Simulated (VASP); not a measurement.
A run of VASP 6.6.1:

Contents of INCAR:

```
SYSTEM = Au
ALGO     = Normal         ! electronic algorithm
EDIFF    = 1E-7           ! SCF threshold, eV
ENCUT    = 520            ! plane-wave cutoff, eV
GGA      = PE             ! functional
ISIF     = 2              ! what is computed and relaxed
ISMEAR   = -1             ! smearing method
LASPH    = .True.         ! aspherical terms in the spheres
LCHARG   = .True.         ! write CHGCAR
LELF     = .True.         ! ELF
LREAL    = .False.        ! projectors in reciprocal space
LVHAR    = .True.       
LWAVE    = .False.        ! write WAVECAR
NBANDS   = 12             ! bands
NELM     = 60             ! most SCF steps
PREC     = Accurate       ! precision mode
SIGMA    = 0.08           ! smearing width, eV
```

KPOINTS

```
k-points
0
Gamma
  14 14 14
  0 0 0
```

Contents of POSCAR:

```
Au
1.0
    0.0000000000      2.0317713984      2.0317713984
    2.0317713984      0.0000000000      2.0317713984
    2.0317713984      2.0317713984      0.0000000000
Au
1
Direct
    0.0000000000      0.0000000000      0.0000000000
```

Potentials or basis: VASP PAW PBE potentials, release 64 (Au).

Run with:

```console
$ cat potpaw_PBE.64/Au/POTCAR > POTCAR
$ mpirun -np 1 vasp_std > vasp.out
```

Hardware: 1 thread of Intel Xeon 8259CL (shared host).

Problem. How long does it take, and how much memory?

Solution. It took 21 s on 1 thread of Intel Xeon 8259CL, on a shared host, peak memory 0.15 GiB. Counts: scf iterations 11, k points 104.
